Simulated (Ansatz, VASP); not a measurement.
# Na3Cl2 in VASP and in Ansatz

The input INCAR:

```
  ALGO = Normal
  EDIFF = 1E-6
  ENCUT = 520
  GGA = PE
  ISIF = 2
  ISMEAR = 0
  LASPH = T
  LCHARG = F
  LREAL = F
  LWAVE = F
  NBANDS = 26
  NELM = 60
  PREC = Accurate
  SIGMA = 0.1
```

KPOINTS

```
k-points
0
Gamma
  4 4 4
```

POSCAR

```
Na3Cl2
1.0
    1.8222511630    -10.5302709135      0.0000000000
    1.8222511630     10.5302709135      0.0000000000
    0.0000000000      0.0000000000      3.6525101005
Na Cl
3 2
Direct
    0.5000000000      0.5000000000      0.0000000000
    0.3310110000      0.6689890000      0.0000000000
    0.6689890000      0.3310110000      0.0000000000
    0.9134020000      0.0865980000      0.5000000000
    0.0865980000      0.9134020000      0.5000000000
```

Input for Ansatz:

```yaml
crystal:
  lattice:
    - [1.822251163, -10.5302709135, 0.0]
    - [1.822251163, 10.5302709135, 0.0]
    - [0.0, 0.0, 3.6525101005]
  atoms:
    - { symbol: Na, position: [0.5, 0.5, 0.0] }
    - { symbol: Na, position: [0.331011, 0.668989, 0.0] }
    - { symbol: Na, position: [0.668989, 0.331011, 0.0] }
    - { symbol: Cl, position: [0.913402, 0.086598, 0.5] }
    - { symbol: Cl, position: [0.086598, 0.913402, 0.5] }
basis:
  ecutwfc: 420
kpoints:
  mp_grid: { grid: [4, 4, 4] }
hamiltonian:
  xc: pbe
scf:
  occupations: { method: gaussian, width: 0.1 }
  n_extra_bands: 3
output:
  forces: true
  stress: true
  eigenvalues: true
```

Alike in both runs: task single point; functional PBE; k mesh 4 × 4 × 4; occupations gaussian, width 0.1 eV; no spin polarisation.

|  | VASP | Ansatz |
| --- | --- | --- |
| version | VASP 6.6.1 | Ansatz 0.2.0 |
| potentials or method | VASP PAW PBE potentials, release 64 (Na_pv, Cl), cutoff 520 eV | scalar-relativistic, plane waves, PAW |
| valence electrons in the cell | 35 | 41 |

|  | VASP | Ansatz | Ansatz less VASP |
| --- | --- | --- | --- |
| gap on the k mesh at the Fermi level (eV) | none | none | - |
| pressure (GPa) | -1.5 | -1.5 | +0.03 |
| traceless stress, the component that is largest in VASP (GPa) | -0.16 | -0.16 | -0.001 |
| rms of the force components (eV/Å) | 0.038 | 0.038 | -0.0003 |

Atom by atom the forces differ by 0.000 eV/Å (rms over components). A gap of «none» marks a metal or a gap that the smearing closes. With one functional, cell and mesh, what is left measures potentials, basis and numerics. VASP's potentials hold 35 valence electrons a cell and Ansatz's 41, so a difference there can come from the potentials and not from the codes.

The k mesh is coarse, so the values compare programs but aren't converged.
